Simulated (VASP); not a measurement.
## B: single point with PBE

B:

```xyz
8
Lattice="3.2495 0.0007 0.0005 0.8390 4.2623 -0.0007 0.7449 1.4568 4.0462" Properties=species:S:1:pos:R:3 pbc="T T T"
B     2.0591    2.8497    1.8075
B     4.4992    5.1541    3.5794
B     2.0026    1.7312    3.3841
B     1.6560    3.4268    3.4505
B     3.7299    2.5715    0.9874
B     2.9319    4.1792    0.9089
B     2.0065    4.6349    2.2107
B     2.8650    1.1919    1.8781
```

```json
{
  "Program": "VASP 6.6.1",
  "Task": "single point",
  "Functional": "PBE",
  "Potentials or basis": "VASP PAW PBE potentials, release 64 (B)",
  "Cutoff": "520 eV",
  "k mesh": "12 × 10 × 10",
  "Occupations": "gaussian, width 0.1 eV",
  "Spin": "no spin polarisation"
}
```

| Item | Value |
| --- | --- |
| Pressure | 0.0 GPa |
| Largest force | 0.008 eV/Å |
| Band gap on the k mesh | zero (bands 12 and 13 overlap by 2.11 eV) |

Forces in eV/Å, atoms in the order of the input:
```
B    0.004 -0.002 -0.001
B   -0.007  0.004  0.002
B    0.001  0.002  0.003
B    0.000 -0.003  0.003
B   -0.003 -0.002  0.000
B    0.000  0.001  0.000
B    0.004 -0.001 -0.006
B    0.000  0.001  0.000
```

Levels at points of the mesh, in eV from the Fermi level:
```
           k point  band 10  band 11  band 12  band 13  band 14  band 15
(0.00, 0.00, 0.00)    -2.31    -1.83    -0.20     1.52     2.44     3.59
(0.50, 0.00, 0.00)    -4.79    -3.29    -2.97    -1.26     3.65     5.77
(0.00, 0.50, 0.00)    -2.79    -2.41    -1.57     1.48     2.07     4.25
(0.50, 0.50, 0.00)    -3.53    -2.96    -1.20     0.80     3.28     3.72
(0.00, 0.00, 0.50)    -2.91    -2.21    -1.74     2.36     2.63     4.35
(0.50, 0.00, 0.50)    -3.08    -3.02    -0.63     0.79     1.67     3.80
(0.00, 0.50, 0.50)    -2.81    -1.92    -0.80     3.12     3.80     4.74
(0.50, 0.50, 0.50)    -1.78    -0.46    -0.23     1.39     2.40     3.97
```

It took 7.5 min on 1 thread of Intel(R) Xeon(R) Platinum 8488C (Sapphire Rapids) (shared host), peak memory 0.55 GiB.
